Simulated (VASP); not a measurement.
# CoSi2 (Fm-3m) in VASP: a series of runs

Runs on CoSi2. Level: PBE. Tasks: single point.

Program: VASP 6.6.1. These are calculated values, not measurements. Logs are shortened: lines on timing, memory, paths and dates and some standing lists are left out, and cuts for length are marked.

## Step 1: The cell of the first run

It takes space group Fm-3m (No. 225, cubic). Conventional cell: a = 5.500 Å, b = 5.500 Å, c = 5.500 Å, α = 90.00°, β = 90.00°, γ = 90.00°. Co (site symmetry m-3m) has 8 Si at 2.38 Å within 3.1 Å. Within 3.1 Å of Si (site symmetry -43m) lie 4 Co at 2.38 Å and 6 Si at 2.75 Å.

## Step 2: Single point, PBE, collinear spin, ferromagnetic start

Contents of INCAR:

```
PREC = Accurate
ENCUT = 520
EDIFF = 1E-6
ISMEAR = 0
SIGMA = 0.15
LREAL = F
LASPH = T
NELM = 150
ALGO = Normal
ISIF = 2
LWAVE = F
LCHARG = F
ISPIN = 2
MAGMOM = 1.925 0 0
LORBIT = 11
NUPDOWN = 1.925
LMAXMIX = 4
GGA = PE
NBANDS = 20
```

Contents of KPOINTS:

```
regular mesh
0
Gamma
  14 14 14
```

Contents of POSCAR:

```
CoSi2
1.0
    0.0000000000      2.7498291905      2.7498291905
    2.7498291905      0.0000000000      2.7498291905
    2.7498291905      2.7498291905      0.0000000000
Co Si
1 2
Direct
    0.0000000000      0.0000000000      0.0000000000
    0.2500000000      0.2500000000      0.2500000000
    0.7500000000      0.7500000000      0.7500000000
```

Potentials or basis: VASP PAW PBE potentials, release 64 (Co, Si).

Launch:

```bash
cat potpaw_PBE.64/Co/POTCAR potpaw_PBE.64/Si/POTCAR > POTCAR
mpirun -np 1 vasp_std > vasp.out
```

OUTCAR:

```text
PREC = Accurate
   ENCUT = 520
   EDIFF = 1E-6
   ISMEAR = 0
   LREAL = F
   LASPH = T
   NELM = 150
   ISIF = 2
   ISPIN = 2
   LORBIT = 11
   NUPDOWN = 1.925
   GGA = PE

 ion  position               nearest neighbor table
   1  0.000  0.000  0.000-   3 2.38   3 2.38   3 2.38   2 2.38   3 2.38   2 2.38   2 2.38   2 2.38

   2  0.250  0.250  0.250-   1 2.38   1 2.38   1 2.38   1 2.38   3 2.75   3 2.75   3 2.75   3 2.75
                             3 2.75   3 2.75
   3  0.750  0.750  0.750-   1 2.38   1 2.38   1 2.38   1 2.38   2 2.75   2 2.75   2 2.75   2 2.75
                             2 2.75   2 2.75

  LATTYP: Found a face centered cubic cell.
 ALAT       =     5.4996583810

  Lattice vectors:

 A1 = (   0.0000000000,   2.7498291905,   2.7498291905)
 A2 = (   2.7498291905,   0.0000000000,   2.7498291905)
 A3 = (   2.7498291905,   2.7498291905,   0.0000000000)

Analysis of symmetry for initial positions (statically):
=====================================================================
 Subroutine PRICEL returns:
 Original cell was already a primitive cell.

 Routine SETGRP: Setting up the symmetry group for a
 face centered cubic supercell.

 Subroutine GETGRP returns: Found 48 space group operations
 (whereof 48 operations were pure point group operations)
 out of a pool of 48 trial point group operations.

The static configuration has the point symmetry O_h .

Analysis of symmetry for dynamics (positions and initial velocities):
=====================================================================
 Subroutine PRICEL returns:
 Original cell was already a primitive cell.

 Routine SETGRP: Setting up the symmetry group for a
 face centered cubic supercell.

 Subroutine GETGRP returns: Found 48 space group operations
 (whereof 48 operations were pure point group operations)
 out of a pool of 48 trial point group operations.

The dynamic configuration has the point symmetry O_h .

Analysis of structural, dynamic, and magnetic symmetry:
=====================================================================
 Subroutine PRICEL returns:
 Original cell was already a primitive cell.

 Routine SETGRP: Setting up the symmetry group for a
 face centered cubic supercell.

 Subroutine GETGRP returns: Found 48 space group operations
 (whereof 48 operations were pure point group operations)
 out of a pool of 48 trial point group operations.

The overall configuration has the point symmetry O_h .

 Subroutine INISYM returns: Found 48 space group operations
 (whereof 48 operations are pure point group operations),
 and found     1 'primitive' translations

----------------------------------------------------------------------------------------

                                     Primitive cell

  volume of cell :      41.5860

  direct lattice vectors                    reciprocal lattice vectors
     0.000000000  2.749829190  2.749829190    -0.181829476  0.181829476  0.181829476
     2.749829190  0.000000000  2.749829190     0.181829476 -0.181829476  0.181829476
     2.749829190  2.749829190  0.000000000     0.181829476  0.181829476 -0.181829476

  length of vectors
     3.888845735  3.888845735  3.888845735     0.314937890  0.314937890  0.314937890

  position of ions in fractional coordinates (direct lattice)
     0.000000000  0.000000000  0.000000000
     0.250000000  0.250000000  0.250000000
     0.750000000  0.750000000  0.750000000

  ion indices of the primitive-cell ions
   primitive index   ion index
                 1           1
                 2           2
                 3           3

----------------------------------------------------------------------------------------

 KPOINTS: regular mesh

Automatic generation of k-mesh.
 Grid dimensions read from file:
 generate k-points for:   14   14   14

 Generating k-lattice:

  Cartesian coordinates                     Fractional coordinates (reciprocal lattice)
    -0.012987820  0.012987820  0.012987820     0.071428571  0.000000000  0.000000000
     0.012987820 -0.012987820  0.012987820     0.000000000  0.071428571  0.000000000
     0.012987820  0.012987820 -0.012987820     0.000000000  0.000000000  0.071428571

  Length of vectors
     0.022495564  0.022495564  0.022495564

  Shift w.r.t. Gamma in fractional coordinates (k-lattice)
     0.000000000  0.000000000  0.000000000

 Subroutine IBZKPT returns following result:
 ===========================================

 Found    104 irreducible k-points:

 Following reciprocal coordinates:
            Coordinates               Weight
  0.000000  0.000000  0.000000      1.000000
  0.071429  0.000000  0.000000      8.000000
  0.142857  0.000000  0.000000      8.000000
  0.214286  0.000000  0.000000      8.000000
  0.285714  0.000000  0.000000      8.000000
  0.357143  0.000000  0.000000      8.000000
[... 16 lines left out ...]
  0.214286  0.142857  0.000000     24.000000
  0.285714  0.142857  0.000000     24.000000
 [... further k-points ...]
   k-points           NKPTS =    104   k-points in BZ     NKDIM =    104   number of bands    NBANDS=     20
   number of dos      NEDOS =    301   number of ions     NIONS =      3
   total plane-waves  NPLWV =  27000
   dimension x,y,z NGX =    30 NGY =   30 NGZ =   30
   dimension x,y,z NGXF=    60 NGYF=   60 NGZF=   60
   ions per type =               1   2
   NGX,Y,Z   is equivalent  to a cutoff of  12.82, 12.82, 12.82 a.u.
   NGXF,Y,Z  is equivalent  to a cutoff of  25.65, 25.65, 25.65 a.u.
 SYSTEM =  unknown system
   PREC   = accura    normal or accurate (medium, high low for compatibility)
   ISTART =      0    job   : 0-new  1-cont  2-samecut
   ICHARG =      2    charge: 1-file 2-atom 10-const
   ISPIN  =      2    spin polarized calculation?
   LNONCOLLINEAR =      F non collinear calculations
   LSORBIT =      F    spin-orbit coupling
   LASPH  =      T    aspherical Exc in radial PAW
   ENCUT  =  520.0 eV  38.22 Ry    6.18 a.u.   7.23  7.23  7.23*2*pi/ulx,y,z
   NELM   =    150;   NELMIN=  2; NELMDL= -5     # of ELM steps
   EDIFF  = 0.1E-05   stopping-criterion for ELM
   LREAL  =      F    real-space projection
   EDIFFG = 0.1E-04   stopping-criterion for IOM
   NSW    =      0    number of steps for IOM
   IBRION =     -1    ionic relax: 0-MD 1-quasi-New 2-CG
   NFREE  =      0    steps in history (QN), initial steepest desc. (CG)
   ISIF   =      2    stress and relaxation
   ISYM   =      2    0-nonsym 1-usesym 2-fastsym
   POTIM  = 0.5000    time-step for ionic-motion
   TEBEG  =    0.0;   TEEND  =   0.0 temperature during run
   PSTRESS=    0.0 pullay stress
   NELECT =      17.0000    total number of electrons
   NUPDOWN=       1.9250    fix difference up-down
   EMIN   =  10.00;   EMAX   =-10.00  energy-range for DOS
   EFERMI =   0.00;   METHOD = LEGACY
   ISMEAR =     0;   SIGMA  =   0.15  broadening in eV -4-tet -1-fermi 0-gaus
   EFERMI_NEDOS =   21; number of points for ismear=-14 and -15
   IALGO  =     38    algorithm
   IMIX   =      4    mixing-type and parameters
     AMIX     =   0.40;   BMIX     =  1.00
     AMIX_MAG =   1.60;   BMIX_MAG =  1.00
  volume/ion in A,a.u.               =      13.86        93.55
  Fermi-wavevector in a.u.,A,eV,Ry     =   1.214998  2.296013 20.085181  1.476219
  Thomas-Fermi vector in A             =   2.350399
   LORBIT       =     11    0 simple, 1 ext, 2 COOP (PROOUT), +10 PAW based schemes
   GGA     = PE    functional components
   LHFCALC =     F    Hartree Fock is set to
   AEXX    =    0.0000 exact exchange contribution
   IVDW    =     0    specifies the selected vdW correction
   LEPSILON=     F    determine dielectric tensor
   LRPA    =     F    only Hartree local field effects (RPA)
 spin polarized calculation
 Gauss-broadening in eV      SIGMA  =   0.15
  energy-cutoff  :      520.00
  volume of cell :       41.59
 maximum number of plane-waves:      1139
 NGX is ok and might be reduce to    30
   NGX = 15   NGY = 15   NGZ = 15

 number of electron      16.9999994 magnetization       1.9249999

 Free energy of the ion-electron system (eV)
  ---------------------------------------------------
  ext. energy  EPLUGINS =         0.00000000
  ---------------------------------------------------
  free energy    TOTEN  =       -17.93852327 eV

  energy without entropy =      -17.91322400  energy(sigma->0) =      -17.92587363

 E-fermi :   8.4942     XC(G=0): -11.3881

 val. band max:       10.7151862013   @ k =   0.4286   0.2857   0.1429
 cond. band min:       8.4947403624   @ k =   0.5000   0.2143   0.0000
 fundamental gap:     -2.2204458389
 Fermi energy:        10.7162198127

 spin component 1

 k-point     1 :       0.0000    0.0000    0.0000
  band No.  band energies     occupation
      1      -3.6248      1.00000
      2       4.8454      1.00000
      3       4.8454      1.00000
      4       4.8454      1.00000
      5       6.6335      1.00000
      6       6.6335      1.00000
[... 12 lines left out ...]
     19      19.0695      0.00000
[... 513 lines left out ...]
      4       5.0567      1.00000
      5       6.0477      1.00000
      6       6.7711      1.00000
[... 12 lines left out ...]
     19      22.9176      0.00000
     20      24.8262      0.00000

 [... further k-points ...]

 spin component 2

 k-point     1 :       0.0000    0.0000    0.0000
  band No.  band energies     occupation
      1      -3.2582      1.00000
      2       5.5761      1.00000
      3       5.5761      1.00000
      4       5.5761      1.00000
      5       7.7064      1.00000
      6       7.7064      1.00000
[... 12 lines left out ...]
     19      19.3939      0.00000
[... 513 lines left out ...]
      4       5.7656      1.00000
      5       6.8770      1.00000
      6       7.8616      1.00000
[... 12 lines left out ...]
     19      23.2764      0.00000
     20      25.2602      0.00000

 [... further k-points ...]

------------------------ aborting loop because EDIFF is reached ----------------------------------------

  FORCE on cell =-STRESS in cart. coord.  units (eV):
  Direction    XX          YY          ZZ          XY          YZ          ZX
  --------------------------------------------------------------------------------------
  -------------------------------------------------------------------------------------
  Total        0.1429943      0.1429943      0.1429943     -0.0000000      0.0000000     -0.0000000
  in kB        5.5091191      5.5091191      5.5091191     -0.0000000      0.0000000     -0.0000000
  external PRESSURE =       5.5091191 kB  Pullay stress =       0.0000000 kB

 VOLUME and BASIS-vectors are now :
 -----------------------------------------------------------------------------
  energy-cutoff  :      520.00
  volume of cell :       41.59
      direct lattice vectors                 reciprocal lattice vectors
     0.000000000  2.749829190  2.749829190    -0.181829476  0.181829476  0.181829476
     2.749829190  0.000000000  2.749829190     0.181829476 -0.181829476  0.181829476
     2.749829190  2.749829190  0.000000000     0.181829476  0.181829476 -0.181829476

 POSITION                                       TOTAL-FORCE (eV/Angst)
 -----------------------------------------------------------------------------------
      0.00000      0.00000      0.00000         0.000000      0.000000     -0.000000
      1.37491      1.37491      1.37491        -0.000000     -0.000000     -0.000000
      4.12474      4.12474      4.12474         0.000000     -0.000000      0.000000
 -----------------------------------------------------------------------------------
    total drift:                                0.000000     -0.000000     -0.000000

  FREE ENERGIE OF THE ION-ELECTRON SYSTEM (eV)
  ---------------------------------------------------
  free  energy   TOTEN  =       -17.9385232694 eV

  energy  without entropy=      -17.9132239962  energy(sigma->0) =      -17.92587363

 total charge

# of ion       s       p       d       tot
------------------------------------------
    1        0.505   0.621   7.463   8.589
    2        0.770   0.811   0.000   1.581
    3        0.770   0.811   0.000   1.581
--------------------------------------------------
tot          2.045   2.243   7.463  11.751

 magnetization (x)

# of ion       s       p       d       tot
------------------------------------------
    1        0.015   0.137   1.093   1.245
    2        0.061   0.085   0.000   0.146
    3        0.061   0.085   0.000   0.146
--------------------------------------------------
tot          0.137   0.307   1.093   1.538
```

Run time: 4.4 min. Hardware: 1 thread of Intel Xeon 8259CL, shared host; peak memory 0.28 GiB.

What came out:

* Free energy: -17.9385 eV
* Pressure: 0.6 GPa
* Net moment: 1.92 μB per cell
* Site moments: Co +1.25; Si +0.15 μB
* Valence electrons inside the program's atomic spheres: Co 8.59; Si 1.58

Caveat: the total moment is fixed, so each spin has its own Fermi level.

## Step 3: Single point, PBE, collinear spin, ferromagnetic start

This run uses another cell than the first one, of 14.37 Å³/atom, 1.037 times its volume.

Contents of INCAR:

```
  PREC = Accurate
  ENCUT = 520
  EDIFF = 1E-6
  ISMEAR = 0
  SIGMA = 0.15
  LREAL = False
  LASPH = True
  NELM = 150
  ALGO = Normal
  ISIF = 2
  LWAVE = False
  LCHARG = True
  ISPIN = 2
  MAGMOM = 0.55 0 0
  LORBIT = 11
  NUPDOWN = 0.55
  LMAXMIX = 4
  GGA = PE
  LELF = True
  LVHAR = True
  NBANDS = 20
```

KPOINTS is that of step 2.

Contents of POSCAR:

```
CoSi2
1.0
    0.0000000000      2.7833407038      2.7833407038
    2.7833407038      0.0000000000      2.7833407038
    2.7833407038      2.7833407038      0.0000000000
Co Si
1 2
Direct
    0.0000000000      0.0000000000      0.0000000000
    0.2500000000      0.2500000000      0.2500000000
    0.7500000000      0.7500000000      0.7500000000
```

Potentials or basis: VASP PAW PBE potentials, release 64 (Co, Si).

Launch:

```bash
cat potpaw_PBE.64/Co/POTCAR potpaw_PBE.64/Si/POTCAR > POTCAR
mpirun -np 1 vasp_std > vasp.out
```

Wall time 4.7 min (1 thread of Intel Xeon 8259CL, shared host); peak memory 0.28 GiB.

Results (log left out):

```
Free energy                                           : -18.9602 eV
Pressure                                              : -14.4 GPa
Net moment                                            : 0.55 μB per cell
Site moments                                          : Co +0.35; Si +0.04 μB
Valence electrons inside the program's atomic spheres : Co 8.56; Si 1.53
```

Caveat: the total moment is fixed, so each spin has its own Fermi level.

## Step 4: Single point, PBE, collinear spin, ferromagnetic start

This run uses another cell than the first one, of 14.37 Å³/atom, 1.037 times its volume.

Contents of INCAR:

```
SYSTEM = CoSi2
  PREC = Accurate
  ENCUT = 520
  EDIFF = 1E-6
  ISMEAR = 0
  SIGMA = 0.15
  LREAL = .FALSE.
  LASPH = .TRUE.
  NELM = 150
  ALGO = Normal
  ISIF = 2
  LWAVE = .FALSE.
  LCHARG = .FALSE.
  ISPIN = 2
  MAGMOM = 1.1 0 0
  LORBIT = 11
  NUPDOWN = 1.1
  LMAXMIX = 4
  GGA = PE
  NBANDS = 20
```

Contents of KPOINTS:

```
Automatic mesh
0
G
  14 14 14
  0 0 0
```

POSCAR is that of step 3.

Launch:

```bash
cat potpaw_PBE.64/Co/POTCAR potpaw_PBE.64/Si/POTCAR > POTCAR
mpirun -np 1 vasp_std > vasp.out
```

Run time: 4.9 min. Hardware: 1 thread of Intel Xeon 8259CL, shared host; peak memory 0.28 GiB.

The run converged. Its results:

```yaml
Free_energy: -18.6422 eV
Pressure: -11.1 GPa
Net_moment: 1.10 μB per cell
Site_moments: Co +0.73; Si +0.08 μB
Valence_electrons_inside_the_program's_atomic_spheres: Co 8.54; Si 1.54
```

Caveat: the total moment is fixed, so each spin has its own Fermi level.

[end of part 1 of 2]
